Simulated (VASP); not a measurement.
# NiO (Fm-3m) in VASP: notebook

NiO is run at these levels: PBE+U; tasks: single point.

Program: VASP 6.6.1. These are calculated values, not measurements. Logs are shortened: lines on timing, memory, paths and dates and some standing lists are left out, and cuts for length are marked.

## Step 1: The cell of the first run

The structure is cubic, space group Fm-3m (No. 225). Conventional cell: a = 4.405 Å, b = 4.405 Å, c = 4.405 Å, α = 90.00°, β = 90.00°, γ = 90.00°. Within 2.9 Å of Ni (site symmetry m-3m) lie 6 O at 2.20 Å. Within 2.9 Å of O (site symmetry m-3m) lie 6 Ni at 2.20 Å.

## Step 2: Single point, PBE+U, collinear spin, ferromagnetic start (volume scaled by 1.10)

File INCAR:

```
SYSTEM = NiO
  ALGO = Normal
  EDIFF = 1E-6
  ENCUT = 600
  GGA = PE
  GGA_COMPAT = .False.
  ISIF = 2
  ISMEAR = 0
  ISPIN = 2
  LASPH = .True.
  LCHARG = .True.
  LDAU = .True.
  LDAUJ = 0 0
  LDAUL = 2 -1
  LDAUPRINT = 1
  LDAUTYPE = 2
  LDAUU = 6.2 0
  LELF = .True.
  LMAXMIX = 4
  LORBIT = 11
  LREAL = .False.
  LVHAR = .True.
  LWAVE = .False.
  MAGMOM = 1.91 0.21
  NBANDS = 23
  NELM = 200
  PREC = Accurate
  SIGMA = 0.02
```

File KPOINTS:

```
k-points
0
Gamma
  12 12 12
  0 0 0
```

File POSCAR:

```
NiO
1.0
    0.0000000000      2.2026149344      2.2026149344
    2.2026149344      0.0000000000      2.2026149344
    2.2026149344      2.2026149344      0.0000000000
Ni O
1 1
Direct
    0.0000000000      0.0000000000      0.0000000000
    0.5000000000      0.5000000000      0.5000000000
```

Potentials or basis: VASP PAW PBE potentials, release 64 (Ni_sv_GW, O).

On the command line:

```bash
$ cat potpaw_PBE.64/Ni_sv_GW/POTCAR potpaw_PBE.64/O/POTCAR > POTCAR
$ mpirun -np 1 vasp_std > vasp.out
```

OUTCAR:

```text
SYSTEM = NiO
   EDIFF = 1E-6
   ENCUT = 600
   GGA = PE
   ISIF = 2
   ISMEAR = 0
   ISPIN = 2
   LASPH = .True.
   LORBIT = 11
   LREAL = .False.
   NELM = 200
   PREC = Accurate

 ion  position               nearest neighbor table
   1  0.000  0.000  0.000-   2 2.20   2 2.20   2 2.20   2 2.20   2 2.20   2 2.20
   2  0.500  0.500  0.500-   1 2.20   1 2.20   1 2.20   1 2.20   1 2.20   1 2.20

  LATTYP: Found a face centered cubic cell.
 ALAT       =     4.4052298688

  Lattice vectors:

 A1 = (   0.0000000000,   2.2026149344,   2.2026149344)
 A2 = (   2.2026149344,   0.0000000000,   2.2026149344)
 A3 = (   2.2026149344,   2.2026149344,   0.0000000000)

Analysis of symmetry for initial positions (statically):
=====================================================================
 Subroutine PRICEL returns:
 Original cell was already a primitive cell.

 Routine SETGRP: Setting up the symmetry group for a
 face centered cubic supercell.

 Subroutine GETGRP returns: Found 48 space group operations
 (whereof 48 operations were pure point group operations)
 out of a pool of 48 trial point group operations.

The static configuration has the point symmetry O_h .

Analysis of symmetry for dynamics (positions and initial velocities):
=====================================================================
 Subroutine PRICEL returns:
 Original cell was already a primitive cell.

 Routine SETGRP: Setting up the symmetry group for a
 face centered cubic supercell.

 Subroutine GETGRP returns: Found 48 space group operations
 (whereof 48 operations were pure point group operations)
 out of a pool of 48 trial point group operations.

The dynamic configuration has the point symmetry O_h .

Analysis of structural, dynamic, and magnetic symmetry:
=====================================================================
 Subroutine PRICEL returns:
[... 170 lines left out ...]
 -0.0000  0.0000 -0.0000  0.0000  0.0797

 occupancies and eigenvectors

  o =  0.0797  v =  0.0000  0.0000  0.0000  0.0000  0.0000  0.0000 -0.0000  0.9975 -0.0000 -0.0703      0.0000  0.0000  0.0000  0.0000  0.0000  0.0000  0.0000  0.0000  0.0000  0.0000
  o =  0.0797  v =  0.0000  0.0000  0.0000  0.0000  0.0000  0.0000  0.0000 -0.0703 -0.0000 -0.9975      0.0000  0.0000  0.0000  0.0000  0.0000  0.0000  0.0000  0.0000  0.0000  0.0000
  o =  0.9330  v =  0.0000  0.0000  0.0000  0.0000  0.0000  0.0000  0.5754 -0.0000  0.8178  0.0000      0.0000  0.0000  0.0000  0.0000  0.0000  0.0000  0.0000  0.0000  0.0000  0.0000
  o =  0.9330  v =  0.0000  0.0000  0.0000  0.0000  0.0000  1.0000  0.0000  0.0000  0.0000  0.0000      0.0000  0.0000  0.0000  0.0000  0.0000  0.0000  0.0000  0.0000  0.0000  0.0000
  o =  0.9330  v =  0.0000  0.0000  0.0000  0.0000  0.0000  0.0000  0.8178 -0.0000 -0.5754  0.0000      0.0000  0.0000  0.0000  0.0000  0.0000  0.0000  0.0000  0.0000  0.0000  0.0000
  o =  0.9397  v =  0.0000 -0.4201  0.0000  0.9075 -0.0000  0.0000  0.0000  0.0000  0.0000  0.0000      0.0000  0.0000  0.0000  0.0000  0.0000  0.0000  0.0000  0.0000  0.0000  0.0000
  o =  0.9397  v =  1.0000  0.0000  0.0000  0.0000  0.0000  0.0000  0.0000  0.0000  0.0000  0.0000      0.0000  0.0000  0.0000  0.0000  0.0000  0.0000  0.0000  0.0000  0.0000  0.0000
  o =  0.9397  v =  0.0000 -0.9075  0.0000 -0.4201  0.0000  0.0000  0.0000  0.0000  0.0000  0.0000      0.0000  0.0000  0.0000  0.0000  0.0000  0.0000  0.0000  0.0000  0.0000  0.0000
  o =  0.9636  v =  0.0000 -0.0000  0.0846 -0.0000 -0.9964  0.0000  0.0000  0.0000  0.0000  0.0000      0.0000  0.0000  0.0000  0.0000  0.0000  0.0000  0.0000  0.0000  0.0000  0.0000
  o =  0.9636  v =  0.0000  0.0000  0.9964 -0.0000  0.0846  0.0000  0.0000  0.0000  0.0000  0.0000      0.0000  0.0000  0.0000  0.0000  0.0000  0.0000  0.0000  0.0000  0.0000  0.0000

 number of electron      23.9999995 magnetization       2.0000108

 Free energy of the ion-electron system (eV)
  ---------------------------------------------------
  ext. energy  EPLUGINS =         0.00000000
  ---------------------------------------------------
  free energy    TOTEN  =       -10.15003005 eV

  energy without entropy =      -10.15003005  energy(sigma->0) =      -10.15003005

 E-fermi :   4.3567     XC(G=0): -12.0577

 val. band max:        4.2705610153   @ k =   0.5000   0.0000   0.0000
 cond. band min:       5.8161244080   @ k =   0.0000   0.0000   0.0000
 fundamental gap:      1.5455633928
 Fermi energy:         4.3566711279

 spin component 1

 k-point     1 :       0.0000    0.0000    0.0000
  band No.  band energies     occupation
      1     -99.7405      1.00000
      2     -60.1199      1.00000
      3     -60.1199      1.00000
      4     -60.1199      1.00000
      5     -13.5202      1.00000
      6      -1.2050      1.00000
[... 1241 lines left out ...]
     22      33.3003      0.00000
     23      33.6818      0.00000

 [... further k-points ...]
[... 5 lines left out ...]
  --------------------------------------------------------------------------------------
  -------------------------------------------------------------------------------------
  Total       -2.2945606     -2.2945606     -2.2945606     -0.0000000     -0.0000000     -0.0000000
  in kB     -172.0142299   -172.0142299   -172.0142299     -0.0000000     -0.0000000     -0.0000000
  external PRESSURE =    -172.0142299 kB  Pullay stress =       0.0000000 kB

 VOLUME and BASIS-vectors are now :
 -----------------------------------------------------------------------------
  energy-cutoff  :      600.00
  volume of cell :       21.37
      direct lattice vectors                 reciprocal lattice vectors
     0.000000000  2.202614934  2.202614934    -0.227002910  0.227002910  0.227002910
     2.202614934  0.000000000  2.202614934     0.227002910 -0.227002910  0.227002910
     2.202614934  2.202614934  0.000000000     0.227002910  0.227002910 -0.227002910

 POSITION                                       TOTAL-FORCE (eV/Angst)
 -----------------------------------------------------------------------------------
      0.00000      0.00000      0.00000         0.000000      0.000000     -0.000000
      2.20261      2.20261      2.20261         0.000000      0.000000      0.000000
 -----------------------------------------------------------------------------------
    total drift:                                0.000000      0.000000      0.000000

  FREE ENERGIE OF THE ION-ELECTRON SYSTEM (eV)
  ---------------------------------------------------
  free  energy   TOTEN  =       -10.1500300487 eV

  energy  without entropy=      -10.1500300487  energy(sigma->0) =      -10.15003005

 total charge

# of ion       s       p       d       f       tot
--------------------------------------------------
    1        2.149   6.178   7.680   0.006  16.013
    2        1.547   3.413   0.000   0.000   4.960
--------------------------------------------------
tot          3.695   9.591   7.680   0.006  20.972

 magnetization (x)

# of ion       s       p       d       f       tot
--------------------------------------------------
    1        0.009   0.010   1.786   0.001   1.806
    2        0.017   0.133   0.000   0.000   0.150
--------------------------------------------------
tot          0.027   0.143   1.786   0.001   1.956
```

stdout:

```text
POSCAR found type information on POSCAR NiO
 POSCAR found :  2 types and       2 ions
 scaLAPACK will be used
 LDA part: xc-table for (Slater+PW92), standard interpolation
 POSCAR, INCAR and KPOINTS ok, starting setup
 FFT: planning ... GRIDC
 FFT: planning ... GRID_SOFT
 FFT: planning ... GRID
 WAVECAR not read
 entering main loop
```

Run time: 89 s. Hardware: 1 thread of Intel Xeon Platinum 8488C (Sapphire Rapids), shared host; peak memory 0.24 GiB.

What came out:

* Free energy: -10.1500 eV
* Pressure: -17.2 GPa
* Band gap on the k mesh: 1.55 eV, indirect (least direct gap 2.38 eV)
* Net moment: 2.00 μB per cell
* Site moments: Ni +1.81; O +0.15 μB
* Valence electrons inside the program's atomic spheres: Ni 16.01; O 4.96

Eigenvalues of the final occupation matrices:
| site | spin | trace | eigenvalues |
| --- | --- | --- | --- |
| site 1 d | 1 | 4.75 | 0.94 0.94 0.94 0.96 0.96 |
| site 1 d | 2 | 2.96 | 0.08 0.08 0.93 0.93 0.93 |

Caveat: a cell with one magnetic atom can't hold antiferromagnetic order, which such compounds often take.

## Step 3: Single point, PBE+U, collinear spin, ferromagnetic start (volume scaled by 0.97)

File INCAR:

```
PREC = Accurate ; ENCUT = 600
EDIFF = 1E-6 ; ISMEAR = 0
SIGMA = 0.02 ; LREAL = F
LASPH = T ; NELM = 200
ALGO = Normal ; ISIF = 2
LWAVE = F ; LCHARG = T
ISPIN = 2 ; MAGMOM = 1.91 0.21
LORBIT = 11 ; LMAXMIX = 4
LDAU = T ; LDAUTYPE = 2
LDAUL = 2 -1 ; LDAUU = 6.2 0
LDAUJ = 0 0 ; LDAUPRINT = 1
GGA = PE ; LELF = T
LVHAR = T ; NBANDS = 23
GGA_COMPAT = F
```

File KPOINTS:

```
regular mesh
0
Gamma
  12 12 12
```

File POSCAR:

```
NiO
1.0
    0.0000000000      2.1121832580      2.1121832580
    2.1121832580      0.0000000000      2.1121832580
    2.1121832580      2.1121832580      0.0000000000
Ni O
1 1
Direct
    0.0000000000      0.0000000000      0.0000000000
    0.5000000000      0.5000000000      0.5000000000
```

Potentials or basis: VASP PAW PBE potentials, release 64 (Ni_sv_GW, O).

On the command line:

```bash
$ cat potpaw_PBE.64/Ni_sv_GW/POTCAR potpaw_PBE.64/O/POTCAR > POTCAR
$ mpirun -np 1 vasp_std > vasp.out
```

Wall time 79 s (1 thread of Intel Xeon Platinum 8259CL at 2.50GHz (Skylake/Cascade Lake), shared host); peak memory 0.21 GiB.

It converged, with:

```yaml
Free_energy: -10.2475 eV
Pressure: 2.0 GPa
Band_gap_on_the_k_mesh: 2.15 eV, indirect (least direct gap 3.44 eV)
Net_moment: 2.00 μB per cell
Site_moments: Ni +1.79; O +0.17 μB
Valence_electrons_inside_the_program's_atomic_spheres: Ni 16.10; O 5.03
```

Levels at points of the mesh, in eV from the valence-band top:
Spin up:
```csv
k point,band 11,band 12,band 13,band 14,band 15,band 16
"(0.00, 0.00, 0.00)",-1.61,-1.61,-1.61,2.16,18.36,18.68
"(0.50, 0.00, 0.00)",-2.94,0.00,0.00,6.25,10.56,14.42
"(0.50, 0.50, 0.00)",-3.79,-2.95,-2.95,6.48,11.35,12.04
```
Spin down:
```
           k point  band 8  band 9  band 10  band 11  band 12  band 13  band 14  band 15
(0.00, 0.00, 0.00)   -3.52   -1.29    -1.29    -1.29     2.50     2.78     2.78    18.31
(0.50, 0.00, 0.00)   -3.77   -1.98    -1.96    -1.96     5.07     5.07     6.44    11.03
(0.50, 0.50, 0.00)   -2.66   -2.66    -2.65    -2.65     3.27     3.68     7.09    11.63
```

Eigenvalues of the final occupation matrices:
```
    site  spin  trace               eigenvalues
site 1 d     1   4.75  0.94 0.94 0.94 0.97 0.97
site 1 d     2   2.98  0.09 0.09 0.93 0.93 0.93
```

Caveat: a cell with one magnetic atom can't hold antiferromagnetic order, which such compounds often take.

(Part 1 of 2 ends here.)
